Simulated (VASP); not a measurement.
Set up this calculation in VASP 6.6.1, as the native input.

* Task: single point
* Functional: LDA
* Potentials or basis: VASP PAW LDA potentials, release 64 (Rb_sv, Cl)
* Cutoff: 500 eV
* k mesh: 7 × 7 × 7
* Occupations: fermi-dirac, width 0.05 eV
* Spin: no spin polarisation
* Dipole correction: no
* Further INCAR settings: ALGO = Normal; EDIFF = 1e-06; NBANDS = 15

The structure of RbCl lies in POSCAR:

```
RbCl
1.0
    0.0000000000      3.2297513325      3.2297513325
    3.2297513325      0.0000000000      3.2297513325
    3.2297513325      3.2297513325      0.0000000000
Rb Cl
1 1
Direct
    0.0000000000      0.0000000000      0.0000000000
    0.5000000000      0.5000000000      0.5000000000
```

These files were run (other wordings do the same):

INCAR

```
SYSTEM = RbCl
PREC = Accurate
ENCUT = 500
EDIFF = 1E-6
ISMEAR = -1
SIGMA = 0.05
LREAL = .False.
LASPH = .True.
NELM = 120
ALGO = Normal
ISIF = 2
LWAVE = .False.
LCHARG = .True.
GGA = CA
LELF = .True.
LVHAR = .True.
NBANDS = 15
GGA_COMPAT = .False.
```

KPOINTS

```
regular mesh
0
Gamma
  7 7 7
  0 0 0
```

Potentials or basis: VASP PAW LDA potentials, release 64 (Rb_sv, Cl).

The run is started by

```bash
$ cat potpaw_LDA.64/Rb_sv/POTCAR potpaw_LDA.64/Cl/POTCAR > POTCAR
$ mpirun -np 1 vasp_std > vasp.out
```

It gave:

```json
{
 "Pressure": "-0.7 GPa",
 "Band gap on the k mesh": "4.73 eV"
}
```

Wall time 43 s on 1 thread of AMD EPYC 7R13, with other jobs on the host, peak memory 0.14 GiB.
